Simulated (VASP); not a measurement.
# CuW (P-6m2) in VASP: a series of runs

Runs on CuW. Level: PBE. Tasks: single point, relaxation of cell and atoms.

Program: VASP 6.6.1. These are calculated values, not measurements. Logs are shortened: lines on timing, memory, paths and dates and some standing lists are left out, and cuts for length are marked.

## (1) The cell of the first run

Symmetry: P-6m2, No. 187, hexagonal system. Conventional cell: a = 2.709 Å, b = 2.709 Å, c = 4.545 Å, α = 90.00°, β = 90.00°, γ = 120.00°. Within 3.6 Å of Cu (site symmetry -6m2) lie 6 Cu at 2.71 Å and 6 W at 2.76 Å. W (site symmetry -6m2) has 6 W at 2.71 Å and 6 Cu at 2.76 Å within 3.6 Å.

The cell was built from a structure type or drawn by symmetry, and may not be a known phase.

## (2) Single point, PBE

The input, INCAR:

```
SYSTEM = CuW
  PREC = Accurate
  ENCUT = 520
  EDIFF = 1E-6
  ISMEAR = 0
  SIGMA = 0.1
  LREAL = .FALSE.
  LASPH = .TRUE.
  NELM = 60
  ALGO = Fast
  ISIF = 2
  LWAVE = .FALSE.
  LCHARG = .FALSE.
  GGA = PE
  NBANDS = 20
```

The input, KPOINTS:

```
Automatic mesh
0
G
  24 24 12
  0 0 0
```

The input, POSCAR:

```
CuW
1.0
    2.7088229738      0.0000000000      0.0000000000
   -1.3544114869      2.3459095097      0.0000000000
    0.0000000000      0.0000000000      4.5450823988
Cu W
1 1
Direct
    0.6666666667      0.3333333333      0.0000000000
    0.0000000000      0.0000000000      0.5000000000
```

Potentials or basis: VASP PAW PBE potentials, release 64 (Cu, W_sv).

Launch:

```bash
$ cat potpaw_PBE.64/Cu/POTCAR potpaw_PBE.64/W_sv/POTCAR > POTCAR
$ mpirun -np 1 vasp_std > vasp.out
```

OUTCAR:

```text
SYSTEM = CuW
   PREC = Accurate
   ENCUT = 520
   EDIFF = 1E-6
   ISMEAR = 0
   LREAL = .FALSE.
   LASPH = .TRUE.
   NELM = 60
   ISIF = 2
   GGA = PE

 ion  position               nearest neighbor table
   1  0.667  0.333  0.000-   2 2.76   2 2.76   2 2.76   2 2.76   2 2.76   2 2.76
   2  0.000  0.000  0.500-   1 2.76   1 2.76   1 2.76   1 2.76   1 2.76   1 2.76

  LATTYP: Found a hexagonal cell.
 ALAT       =     2.7088229738
 C/A-ratio  =     1.6778809257

  Lattice vectors:

 A1 = (   2.7088229738,   0.0000000000,   0.0000000000)
 A2 = (  -1.3544114869,   2.3459095097,   0.0000000000)
 A3 = (   0.0000000000,   0.0000000000,   4.5450823988)

Analysis of symmetry for initial positions (statically):
=====================================================================
 Subroutine PRICEL returns:
 Original cell was already a primitive cell.

 Routine SETGRP: Setting up the symmetry group for a
 hexagonal supercell.

 Subroutine GETGRP returns: Found 12 space group operations
 (whereof 12 operations were pure point group operations)
 out of a pool of 24 trial point group operations.

The static configuration has the point symmetry D_3h.

Analysis of symmetry for dynamics (positions and initial velocities):
=====================================================================
 Subroutine PRICEL returns:
 Original cell was already a primitive cell.

 Routine SETGRP: Setting up the symmetry group for a
 hexagonal supercell.

 Subroutine GETGRP returns: Found 12 space group operations
 (whereof 12 operations were pure point group operations)
 out of a pool of 24 trial point group operations.

The dynamic configuration has the point symmetry D_3h.

 Subroutine INISYM returns: Found 12 space group operations
 (whereof 12 operations are pure point group operations),
 and found     1 'primitive' translations

----------------------------------------------------------------------------------------

                                     Primitive cell

  volume of cell :      28.8824

  direct lattice vectors                    reciprocal lattice vectors
     2.708822974  0.000000000  0.000000000     0.369164028  0.213136951  0.000000000
    -1.354411487  2.345909510  0.000000000     0.000000000  0.426273902  0.000000000
     0.000000000  0.000000000  4.545082399     0.000000000  0.000000000  0.220018013

  length of vectors
     2.708822974  2.708822974  4.545082399     0.426273902  0.426273902  0.220018013
[... 73 lines left out ...]
   ISTART =      0    job   : 0-new  1-cont  2-samecut
   ICHARG =      2    charge: 1-file 2-atom 10-const
   ISPIN  =      1    spin polarized calculation?
   LNONCOLLINEAR =      F non collinear calculations
   LSORBIT =      F    spin-orbit coupling
   LASPH  =      T    aspherical Exc in radial PAW
   ENCUT  =  520.0 eV  38.22 Ry    6.18 a.u.   5.04  5.04  8.45*2*pi/ulx,y,z
   NELM   =     60;   NELMIN=  2; NELMDL= -5     # of ELM steps
   EDIFF  = 0.1E-05   stopping-criterion for ELM
   LREAL  =      F    real-space projection
   EDIFFG = 0.1E-04   stopping-criterion for IOM
   NSW    =      0    number of steps for IOM
   IBRION =     -1    ionic relax: 0-MD 1-quasi-New 2-CG
   NFREE  =      0    steps in history (QN), initial steepest desc. (CG)
   ISIF   =      2    stress and relaxation
   ISYM   =      2    0-nonsym 1-usesym 2-fastsym
   POTIM  = 0.5000    time-step for ionic-motion
   TEBEG  =    0.0;   TEEND  =   0.0 temperature during run
   PSTRESS=    0.0 pullay stress
   NELECT =      25.0000    total number of electrons
   NUPDOWN=      -1.0000    fix difference up-down
   EMIN   =  10.00;   EMAX   =-10.00  energy-range for DOS
   EFERMI =   0.00;   METHOD = LEGACY
   ISMEAR =     0;   SIGMA  =   0.10  broadening in eV -4-tet -1-fermi 0-gaus
   EFERMI_NEDOS =   21; number of points for ismear=-14 and -15
   IALGO  =     68    algorithm
   IMIX   =      4    mixing-type and parameters
     AMIX     =   0.40;   BMIX     =  1.00
     AMIX_MAG =   1.60;   BMIX_MAG =  1.00
  volume/ion in A,a.u.               =      14.44        97.45
  Fermi-wavevector in a.u.,A,eV,Ry     =   1.560188  2.948328 33.119122  2.434187
  Thomas-Fermi vector in A             =   2.663437
   LORBIT       =      0    0 simple, 1 ext, 2 COOP (PROOUT), +10 PAW based schemes
   GGA     = PE    functional components
   LHFCALC =     F    Hartree Fock is set to
   AEXX    =    0.0000 exact exchange contribution
   IVDW    =     0    specifies the selected vdW correction
   LEPSILON=     F    determine dielectric tensor
   LRPA    =     F    only Hartree local field effects (RPA)
 non-spin polarized calculation
 RMM-DIIS sequential band-by-band and
 Gauss-broadening in eV      SIGMA  =   0.10
  energy-cutoff  :      520.00
  volume of cell :       28.88
 maximum number of plane-waves:       801
   NGX = 11   NGY = 11   NGZ = 17

 number of electron      24.9999994 magnetization

 Free energy of the ion-electron system (eV)
  ---------------------------------------------------
  ext. energy  EPLUGINS =         0.00000000
  ---------------------------------------------------
  free energy    TOTEN  =       -15.82662944 eV

  energy without entropy =      -15.81758954  energy(sigma->0) =      -15.82210949

 E-fermi :   9.1938     XC(G=0): -12.9834

 val. band max:        9.1930096441   @ k =   0.2500   0.2500   0.3333
 cond. band min:       9.1998308686   @ k =   0.3750   0.1250   0.4167
 fundamental gap:      0.0068212245
 Fermi energy:         9.1937947676

 k-point     1 :       0.0000    0.0000    0.0000
  band No.  band energies     occupation
      1     -64.7280      2.00000
      2     -29.1389      2.00000
      3     -28.1588      2.00000
      4     -28.1588      2.00000
      5      -0.0119      2.00000
      6       3.6126      2.00000
[... 541 lines left out ...]
     19      20.6531      0.00000
     20      23.0453      0.00000

 [... further k-points ...]
[... 5 lines left out ...]
  --------------------------------------------------------------------------------------
  -------------------------------------------------------------------------------------
  Total       -0.0856329     -0.0856329     -0.0300701      0.0000000     -0.0000000      0.0000000
  in kB       -4.7502620     -4.7502620     -1.6680604      0.0000000     -0.0000000      0.0000000
  external PRESSURE =      -3.7228615 kB  Pullay stress =       0.0000000 kB

 VOLUME and BASIS-vectors are now :
 -----------------------------------------------------------------------------
  energy-cutoff  :      520.00
  volume of cell :       28.88
      direct lattice vectors                 reciprocal lattice vectors
     2.708822974  0.000000000  0.000000000     0.369164028  0.213136951  0.000000000
    -1.354411487  2.345909510  0.000000000     0.000000000  0.426273902  0.000000000
     0.000000000  0.000000000  4.545082399     0.000000000  0.000000000  0.220018013

 POSITION                                       TOTAL-FORCE (eV/Angst)
 -----------------------------------------------------------------------------------
      1.35441      0.78197      0.00000        -0.000000      0.000000      0.000000
      0.00000      0.00000      2.27254         0.000000     -0.000000      0.000000
 -----------------------------------------------------------------------------------
    total drift:                               -0.000004      0.000002      0.000000

  FREE ENERGIE OF THE ION-ELECTRON SYSTEM (eV)
  ---------------------------------------------------
  free  energy   TOTEN  =       -15.8266294442 eV

  energy  without entropy=      -15.8175895355  energy(sigma->0) =      -15.82210949
```

Run time: 2 min. Hardware: 1 thread of Intel Xeon 6975P-C (Granite Rapids), shared host; peak memory 0.33 GiB.

Results:

```yaml
Free_energy: -15.8266 eV
Pressure: -0.4 GPa
Band_gap_on_the_k_mesh: zero (an odd number of electrons rules out a gap without spin polarisation)
```

Caveat: spin-orbit coupling is left out, which moves the levels of the heavy elements.

## (3) Relaxation of cell and atoms, PBE

This run uses another cell than the first one, of 14.41 Å³/atom.

The input, INCAR:

```
SYSTEM = CuW
PREC     = Accurate       ! precision mode
ENCUT    = 600            ! plane-wave cutoff, eV
EDIFF    = 1E-7           ! SCF threshold, eV
ISMEAR   = 0              ! smearing method
SIGMA    = 0.1            ! smearing width, eV
LREAL    = .FALSE.        ! projectors in reciprocal space
LASPH    = .TRUE.         ! aspherical terms in the spheres
NELM     = 80             ! most SCF steps
ALGO     = Fast           ! electronic algorithm
ISIF     = 3              ! what is computed and relaxed
LWAVE    = .FALSE.        ! write WAVECAR
LCHARG   = .FALSE.        ! write CHGCAR
GGA      = PE             ! functional
IBRION   = 2              ! ionic algorithm
NSW      = 100            ! ionic steps
EDIFFG   = -0.01          ! ionic threshold
```

KPOINTS is that of step 2.

The input, POSCAR:

```
CuW
1.0
    2.7053384968      0.0000000000      0.0000000000
   -1.3526692484      2.3428918640      0.0000000000
    0.0000000000      0.0000000000      4.5475417068
Cu W
1 1
Direct
    0.6666666667      0.3333333333      0.0000000000
    0.0000000000      0.0000000000      0.5000000000
```

Potentials or basis: VASP PAW PBE potentials, release 64 (Cu, W_sv).

Launch:

```bash
$ cat potpaw_PBE.64/Cu/POTCAR potpaw_PBE.64/W_sv/POTCAR > POTCAR
$ mpirun -np 1 vasp_std > vasp.out
```

It took 4.7 min on 1 thread of Intel Xeon 6975P-C (Granite Rapids), shared host; peak memory 0.39 GiB.

It converged, with:

* Free energy: -15.8271 eV
* Relaxed volume: 14.49 Å³/atom
* Relaxed cell: a = 2.711 Å, b = 2.711 Å, c = 4.554 Å, α = 90.00°, β = 90.00°, γ = 120.00°
* Space group after relaxing (to 0.1 Å): P-6m2 (No. 187)
* Energy gained by relaxing: 0.3 meV/atom
* Ionic steps: 3
* Pressure after relaxing: 0.0 GPa
* Band gap on the k mesh: zero (an odd number of electrons rules out a gap without spin polarisation)

Step by step:
| step | energy change (eV) | largest force (eV/Å) | pressure (GPa) | volume (Å³) |
| --- | --- | --- | --- | --- |
| 1 | 0.0000 | 0.0000 | 1.19 | 28.82 |
| 2 | 0.0013 | 0.0000 | -2.08 | 29.27 |
| 3 | -0.0006 | 0.0000 | 0.03 | 28.98 |

Final structure:
```
Cu W
1.0
     2.71098    0.00000    0.00000
    -1.35549    2.34778    0.00000
     0.00000    0.00000    4.55387
Cu W
1 1
Direct
  0.66667 0.33333 0.00000
  0.00000 0.00000 0.50000
```

Levels at points of the mesh, in eV from the Fermi level:
```
           k point  band 9  band 10  band 11  band 12  band 13  band 14  band 15  band 16
(0.00, 0.00, 0.00)   -2.98    -2.72    -2.72    -0.64    -0.26    -0.26     3.41     3.41
(0.50, 0.00, 0.00)   -2.87    -2.61    -2.15    -1.85     0.79     2.37     6.25     6.77
(0.00, 0.00, 0.50)   -3.16    -2.78    -2.78    -2.37    -0.09    -0.09     3.36     3.36
(0.50, 0.00, 0.50)   -2.87    -2.15    -1.92     0.53     0.97     1.69     2.61     6.26
```

Caveat: spin-orbit coupling is left out, which moves the levels of the heavy elements.
